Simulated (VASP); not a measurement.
Runs of VASP 6.6.1 on C. The structure is that of space group Fd-3m (No. 227), or close to it. The cells are those of the table. 

| cell | gap on the mesh (eV) | pressure (GPa) | largest force (eV/Å) |
| --- | --- | --- | --- |
| a = 2.538, b = 2.522, c = 2.522 Å, angles 59.6, 59.8, 59.8°, 2 atoms | (b) | -1.3 | 0.03 |
| a = 2.632, b = 2.523, c = 2.523 Å, angles 57.1, 58.6, 58.6°, 2 atoms | 3.28 | 2.8 | 0.21 |
| a = 2.569, b = 2.522, c = 2.522 Å, angles 58.8, 59.4, 59.4°, 2 atoms | (a) | (c) | 0.09 |
| a = 2.601, b = 2.523, c = 2.523 Å, angles 57.9, 59.0, 59.0°, 2 atoms | 3.76 | 0.8 | 0.15 |
| a = 2.459, b = 2.523, c = 2.523 Å, angles 61.7, 60.8, 60.8°, 2 atoms | 4.00 | 0.0 | 0.12 |

Alike in all rows: task single point; level r2SCAN; potentials or basis VASP PAW PBE potentials, release 64 (C); no spin polarisation; k mesh 12 × 12 × 12; cutoff (eV) 520; smearing gaussian 0.05 eV.

Question: Estimate the missing entries.

Answer: (a) 4.16; (b) 4.33; (c) -0.6.

Caveats: the PAW data sets were made with another functional, which shifts forces and pressure a little.

A k mesh can miss the band edges.
